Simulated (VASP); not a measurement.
Input of a VASP 6.6.1 run:

The input INCAR:

```
SYSTEM = PbS
  PREC = Accurate
  ENCUT = 600
  EDIFF = 1E-6
  ISMEAR = 0
  SIGMA = 0.01
  LREAL = .False.
  LASPH = .True.
  NELM = 100
  ALGO = Normal
  ISIF = 3
  LWAVE = .False.
  LCHARG = .False.
  GGA = PS
  IBRION = 2
  NSW = 100
  EDIFFG = -0.002
```

File KPOINTS:

```
Automatic mesh
0
Gamma
  10 10 10
  0 0 0
```

Contents of POSCAR:

```
PbS
1.0
    0.0000000000      2.9680000000      2.9680000000
    2.9680000000      0.0000000000      2.9680000000
    2.9680000000      2.9680000000      0.0000000000
Pb S
1 1
Direct
    0.0000000000      0.0000000000      0.0000000000
    0.5000000000      0.5000000000      0.5000000000
```

Potentials or basis: VASP PAW PBE potentials, release 64 (Pb_d, S).

Command:

```console
$ cat potpaw_PBE.64/Pb_d/POTCAR potpaw_PBE.64/S/POTCAR > POTCAR
$ mpirun -np 1 vasp_std > vasp.out
```

Q: Predict the relaxed cell.

A: a = 4.175 Å, b = 4.175 Å, c = 4.175 Å, α = 60.00°, β = 60.00°, γ = 60.00°.

Q: What does it give for the band gap on the k mesh?

A: 0.20 eV.

The path:
```csv
step,energy change (eV),largest force (eV/Å),pressure (GPa),volume (Å³)
1,0.0000,0.0000,-0.97,52.29
2,-0.0021,0.0000,0.40,51.10
3,-0.0026,0.0000,0.01,51.44
```

Caveat: the PAW data sets were made with another functional, which shifts forces and pressure a little; spin-orbit coupling is left out, which moves the levels of the heavy elements. A k mesh can miss the band edges.
